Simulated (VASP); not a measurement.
# Pt (I4/mmm) in VASP: a series of runs, part 2 of 2

VASP 6.6.1. The steps go on from the part before.

## Step 5: Single point, PBE (16.27 Å³/atom)

This run uses another cell than the first one, of 16.27 Å³/atom.

INCAR reads:

```
SYSTEM = Pt
PREC     = Accurate       ! precision mode
ENCUT    = 520            ! plane-wave cutoff, eV
EDIFF    = 1E-6           ! SCF threshold, eV
ISMEAR   = 0              ! smearing method
SIGMA    = 0.15           ! smearing width, eV
LREAL    = .FALSE.        ! projectors in reciprocal space
LASPH    = .TRUE.         ! aspherical terms in the spheres
NELM     = 80             ! most SCF steps
ALGO     = Fast           ! electronic algorithm
ISIF     = 2              ! what is computed and relaxed
LWAVE    = .FALSE.        ! write WAVECAR
LCHARG   = .FALSE.        ! write CHGCAR
GGA      = PE             ! functional
NBANDS   = 11             ! bands
```

KPOINTS reads:

```
Automatic mesh
0
G
  22 22 22
  0 0 0
```

POSCAR reads:

```
Pt
1.0
    0.0000000000      2.3469571009      1.4767054079
    2.3469571009      0.0000000000      1.4767054079
    2.3469571009      2.3469571009      0.0000000000
Pt
1
Direct
    0.0000000000      0.0000000000      0.0000000000
```

Potentials or basis: VASP PAW PBE potentials, release 64 (Pt).

Started as:

```sh
cat potpaw_PBE.64/Pt/POTCAR > POTCAR
mpirun -np 1 vasp_std > vasp.out
```

OUTCAR:

```text
SYSTEM = Pt
   PREC = Accurate
   ENCUT = 520
   EDIFF = 1E-6
   ISMEAR = 0
   LREAL = .FALSE.
   LASPH = .TRUE.
   NELM = 80
   ISIF = 2
   GGA = PE

 ion  position               nearest neighbor table
   1  0.000  0.000  0.000-

  LATTYP: Found a body centered tetragonal cell.
 ALAT       =     3.3190985624
 C/A-ratio  =     0.8898231735

  Lattice vectors:

 A1 = (   0.0000000000,  -2.3469571009,  -1.4767054079)
 A2 = (   0.0000000000,   2.3469571009,  -1.4767054079)
 A3 = (   2.3469571009,   0.0000000000,   1.4767054079)

Analysis of symmetry for initial positions (statically):
=====================================================================
 Subroutine PRICEL returns:
 Original cell was already a primitive cell.

 Routine SETGRP: Setting up the symmetry group for a
 body centered tetragonal supercell.

 Subroutine GETGRP returns: Found 16 space group operations
 (whereof 16 operations were pure point group operations)
 out of a pool of 16 trial point group operations.

The static configuration has the point symmetry D_4h.

Analysis of symmetry for dynamics (positions and initial velocities):
[... 169 lines left out ...]
      2       5.7831      2.00000
      3       6.7736      2.00000
      4       6.7736      2.00000
      5       7.9054      2.00000
      6       9.2387      2.00000
      7      26.0603      0.00000
      8      26.0603      0.00000
      9      28.5332      0.00000
     10      35.1894      0.00000
     11      35.1961      0.00000
[... 309 lines left out ...]
 k-point    24 :      -0.4545    0.0455    0.0000
  band No.  band energies     occupation
      1       3.5247      2.00000
      2       4.8184      2.00000
      3       8.4242      2.00000
      4       8.8152      2.00000
      5      10.4868      0.00000
      6      10.5338      0.00000
      7      16.8546      0.00000
      8      22.8368      0.00000
      9      24.4494      0.00000
     10      32.8022      0.00000
     11      33.8199      0.00000

 [... further k-points ...]

------------------------ aborting loop because EDIFF is reached ----------------------------------------

  FORCE on cell =-STRESS in cart. coord.  units (eV):
  Direction    XX          YY          ZZ          XY          YZ          ZX
  --------------------------------------------------------------------------------------
  -------------------------------------------------------------------------------------
  Total       -0.3988090     -0.3988090     -1.3568140      0.0000000     -0.0000000      0.0000000
  in kB      -39.2772807    -39.2772807   -133.6277748      0.0000000     -0.0000000      0.0000000
  external PRESSURE =     -70.7274454 kB  Pullay stress =       0.0000000 kB

 VOLUME and BASIS-vectors are now :
 -----------------------------------------------------------------------------
  energy-cutoff  :      520.00
  volume of cell :       16.27
      direct lattice vectors                 reciprocal lattice vectors
     0.000000000  2.346957101  1.476705408    -0.213041815  0.213041815  0.338591568
     2.346957101  0.000000000  1.476705408     0.213041815 -0.213041815  0.338591568
     2.346957101  2.346957101  0.000000000     0.213041815  0.213041815 -0.338591568

 POSITION                                       TOTAL-FORCE (eV/Angst)
 -----------------------------------------------------------------------------------
      0.00000      0.00000      0.00000         0.000000      0.000000      0.000000
 -----------------------------------------------------------------------------------
    total drift:                               -0.000000     -0.000000      0.000000

  FREE ENERGIE OF THE ION-ELECTRON SYSTEM (eV)
  ---------------------------------------------------
  free  energy   TOTEN  =        -6.0375003695 eV

  energy  without entropy=       -6.0229158175  energy(sigma->0) =       -6.03020809
```

OSZICAR:

```text
N       E                     dE             d eps       ncg     rms          rms(c)
DAV:   1     0.393985708998E+02    0.39399E+02   -0.53334E+03 18844   0.839E+02
DAV:   2    -0.579845012376E+01   -0.45197E+02   -0.43117E+02 20889   0.173E+02
DAV:   3    -0.641651039487E+01   -0.61806E+00   -0.61438E+00 21596   0.193E+01
DAV:   4    -0.641894473347E+01   -0.24343E-02   -0.24342E-02 21264   0.143E+00
DAV:   5    -0.641896532704E+01   -0.20594E-04   -0.20594E-04 21659   0.123E-01    0.101E+01
RMM:   6    -0.606814242449E+01    0.35082E+00   -0.37694E-01 18405   0.519E+00    0.533E+00
RMM:   7    -0.604016554791E+01    0.27977E-01   -0.54911E-02 19476   0.216E+00    0.236E+00
RMM:   8    -0.603777756148E+01    0.23880E-02   -0.67655E-03 19762   0.711E-01    0.539E-01
RMM:   9    -0.603748453806E+01    0.29302E-03   -0.83940E-04 21167   0.251E-01    0.409E-02
RMM:  10    -0.603749861896E+01   -0.14081E-04   -0.12003E-04 21486   0.835E-02    0.379E-02
RMM:  11    -0.603749982179E+01   -0.12028E-05   -0.14097E-05 21530   0.261E-02    0.653E-03
RMM:  12    -0.603750036951E+01   -0.54772E-06   -0.35347E-06 17324   0.129E-02
   1 F= -.60375004E+01 E0= -.60302081E+01  d E =-.145846E-01
```

It took 1.9 min on 1 thread of Intel Xeon 6975P-C (Granite Rapids), shared host; peak memory 0.27 GiB.

What came out:

```yaml
Free_energy: -6.0375 eV
Pressure: -7.1 GPa
Band_gap_on_the_k_mesh: zero (bands 5 and 6 overlap by 2.00 eV)
```

Stress tensor (GPa, compression positive):
```
 -3.93   0.00   0.00
  0.00  -3.93   0.00
  0.00   0.00 -13.36
```

Levels at points of the mesh, in eV from the Fermi level:
| k point | band 3 | band 4 | band 5 | band 6 | band 7 | band 8 |
| --- | --- | --- | --- | --- | --- | --- |
| (0.00, 0.00, 0.00) | -2.97 | -2.97 | -1.84 | -0.50 | 16.32 | 16.32 |
| (0.50, 0.00, 0.00) | -1.22 | -0.12 | 0.60 | 0.87 | 6.38 | 12.80 |
| (0.50, 0.50, 0.00) | 0.32 | 0.32 | 0.65 | 6.43 | 6.43 | 10.02 |
| (0.50, 0.00, 0.50) | -2.08 | -1.04 | -0.15 | 0.75 | 5.35 | 14.21 |

Caveat: the cell stands under tension; spin-orbit coupling is left out, which moves the levels of the heavy elements.

## Step 6: Single point, PBE (16.27 Å³/atom)

This run uses another cell than the first one, of 16.27 Å³/atom.

INCAR reads:

```
SYSTEM = Pt
  ALGO = Fast
  EDIFF = 1E-6
  ENCUT = 520
  GGA = PE
  ISIF = 2
  ISMEAR = 0
  LASPH = .TRUE.
  LCHARG = .FALSE.
  LREAL = .FALSE.
  LWAVE = .FALSE.
  NBANDS = 11
  NELM = 60
  PREC = Accurate
  SIGMA = 0.15
```

KPOINTS reads:

```
k-points
0
G
  22 22 22
  0 0 0
```

POSCAR reads:

```
Pt
1.0
    0.0000000000      2.1725702130      1.7232826929
    2.1725702130      0.0000000000      1.7232826929
    2.1725702130      2.1725702130      0.0000000000
Pt
1
Direct
    0.0000000000      0.0000000000      0.0000000000
```

Potentials or basis: VASP PAW PBE potentials, release 64 (Pt).

Started as:

```sh
cat potpaw_PBE.64/Pt/POTCAR > POTCAR
mpirun -np 1 vasp_std > vasp.out
```

OUTCAR:

```text
SYSTEM = Pt
   EDIFF = 1E-6
   ENCUT = 520
   GGA = PE
   ISIF = 2
   ISMEAR = 0
   LASPH = .TRUE.
   LREAL = .FALSE.
   NELM = 60
   PREC = Accurate

 ion  position               nearest neighbor table
   1  0.000  0.000  0.000-

  LATTYP: Found a body centered tetragonal cell.
 ALAT       =     3.0724782604
 C/A-ratio  =     1.1217541976

  Lattice vectors:

 A1 = (   0.0000000000,  -2.1725702130,  -1.7232826929)
[... 515 lines left out ...]
      8      23.6455      0.00000
      9      26.3204      0.00000
     10      31.5921      0.00000
     11      34.9337      0.00000

 [... further k-points ...]

------------------------ aborting loop because EDIFF is reached ----------------------------------------

  FORCE on cell =-STRESS in cart. coord.  units (eV):
  Direction    XX          YY          ZZ          XY          YZ          ZX
  --------------------------------------------------------------------------------------
  -------------------------------------------------------------------------------------
  Total       -0.9014140     -0.9014140     -0.3497204      0.0000000     -0.0000000     -0.0000000
  in kB      -88.7770554    -88.7770554    -34.4427147      0.0000000     -0.0000000     -0.0000000
  external PRESSURE =     -70.6656085 kB  Pullay stress =       0.0000000 kB

 VOLUME and BASIS-vectors are now :
 -----------------------------------------------------------------------------
  energy-cutoff  :      520.00
  volume of cell :       16.27
      direct lattice vectors                 reciprocal lattice vectors
     0.000000000  2.172570213  1.723282693    -0.230142159  0.230142159  0.290143922
     2.172570213  0.000000000  1.723282693     0.230142159 -0.230142159  0.290143922
     2.172570213  2.172570213  0.000000000     0.230142159  0.230142159 -0.290143922

 POSITION                                       TOTAL-FORCE (eV/Angst)
 -----------------------------------------------------------------------------------
      0.00000      0.00000      0.00000         0.000000      0.000000      0.000000
 -----------------------------------------------------------------------------------
    total drift:                               -0.000000      0.000000     -0.000000

  FREE ENERGIE OF THE ION-ELECTRON SYSTEM (eV)
  ---------------------------------------------------
  free  energy   TOTEN  =        -6.0248695599 eV

  energy  without entropy=       -6.0107277227  energy(sigma->0) =       -6.01779864
```

OSZICAR:

```text
N       E                     dE             d eps       ncg     rms          rms(c)
DAV:   1     0.394623963607E+02    0.39462E+02   -0.53371E+03 18780   0.839E+02
DAV:   2    -0.578185297028E+01   -0.45244E+02   -0.43284E+02 20901   0.173E+02
DAV:   3    -0.639157604138E+01   -0.60972E+00   -0.60646E+00 21534   0.193E+01
DAV:   4    -0.639404245961E+01   -0.24664E-02   -0.24662E-02 21161   0.144E+00
DAV:   5    -0.639406342460E+01   -0.20965E-04   -0.20964E-04 21675   0.124E-01    0.101E+01
RMM:   6    -0.605576182293E+01    0.33830E+00   -0.36182E-01 18372   0.508E+00    0.536E+00
RMM:   7    -0.602745918475E+01    0.28303E-01   -0.55909E-02 19298   0.218E+00    0.233E+00
RMM:   8    -0.602513688038E+01    0.23223E-02   -0.66294E-03 19702   0.701E-01    0.537E-01
RMM:   9    -0.602485442773E+01    0.28245E-03   -0.79487E-04 21101   0.244E-01    0.366E-02
RMM:  10    -0.602486801582E+01   -0.13588E-04   -0.11744E-04 21441   0.820E-02    0.451E-02
RMM:  11    -0.602486910604E+01   -0.10902E-05   -0.12522E-05 21458   0.250E-02    0.964E-03
RMM:  12    -0.602486955986E+01   -0.45382E-06   -0.31233E-06 16939   0.119E-02
   1 F= -.60248696E+01 E0= -.60177986E+01  d E =-.141418E-01
```

Run time: 1.7 min. Hardware: 1 thread of Intel Xeon 6975P-C (Granite Rapids), shared host; peak memory 0.27 GiB.

What came out:

* Free energy: -6.0249 eV
* Pressure: -7.1 GPa
* Band gap on the k mesh: zero (bands 5 and 6 overlap by 2.06 eV)

Caveat: the cell stands under tension; spin-orbit coupling is left out, which moves the levels of the heavy elements.

## Step 7: The runs side by side

| cell | gap on the mesh (eV) | pressure (GPa) |
| --- | --- | --- |
| a = 2.737, b = 2.737, c = 3.033 Å, angles 56.4, 56.4, 67.3°, 1 atom | none | 1.8 |
| a = 2.936, b = 2.936, c = 2.701 Å, angles 62.6, 62.6, 54.8°, 1 atom | none | -6.1 |
| a = 2.788, b = 2.788, c = 2.994 Å, angles 57.5, 57.5, 65.0°, 1 atom | none | -7.9 |
| a = 2.773, b = 2.773, c = 3.319 Å, angles 53.2, 53.2, 73.5°, 1 atom | none | -7.1 |
| a = 2.773, b = 2.773, c = 3.072 Å, angles 56.4, 56.4, 67.3°, 1 atom | none | -7.1 |

Alike in all rows: task single point; level PBE; potentials or basis VASP PAW PBE potentials, release 64 (Pt); no spin polarisation; k mesh 22 × 22 × 22; cutoff (eV) 520; smearing gaussian 0.15 eV.

Caveats: spin-orbit coupling is left out, which moves the levels of the heavy elements; the cell stands under tension (at least some runs).

Total energies depend on the potentials used, so only differences within one code and one set of settings carry meaning.
